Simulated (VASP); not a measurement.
A run of VASP 6.6.1 is set up as follows.

File INCAR:

```
SYSTEM = Ir
ALGO = Normal ; EDIFF = 1E-7
EDIFFG = -0.02 ; ENCUT = 500
GGA = PE ; GGA_COMPAT = .False.
IBRION = 2 ; ISIF = 3
ISMEAR = 1 ; LASPH = .True.
LCHARG = .False. ; LREAL = .False.
LWAVE = .False. ; NELM = 120
NELMIN = 4 ; NSW = 50
PREC = Accurate ; SIGMA = 0.1
```

The input KPOINTS:

```
k-points
0
Gamma
  7 7 7
  0 0 0
```

File POSCAR:

```
Ir
1.0
    0.0000000000      2.6350000000      2.6350000000
    2.6350000000      0.0000000000      2.6350000000
    2.6350000000      2.6350000000      0.0000000000
Ir
2
Direct
    1.0000000000      1.0000000000      1.0000000000
    0.2500000000      0.2500000000      0.2500000000
```

Potentials or basis: VASP PAW PBE potentials, release 64 (Ir).

Command:

```bash
$ cat potpaw_PBE.64/Ir/POTCAR > POTCAR
$ mpirun -np 1 vasp_std > vasp.out
```

(1) What does it give for the relaxed volume?

(2) Predict the band gap on the k mesh.

(3) What does it give for the space group after relaxing (to 0.1 Å)?

Results:

(1) 21.54 Å³/atom.

(2) zero (bands 9 and 10 overlap by 1.42 eV).

(3) Fd-3m (No. 227).

Caveat: the volume moved by over 15 % at a fixed basis, so the end points are rough; spin-orbit coupling is left out, which moves the levels of the heavy elements.
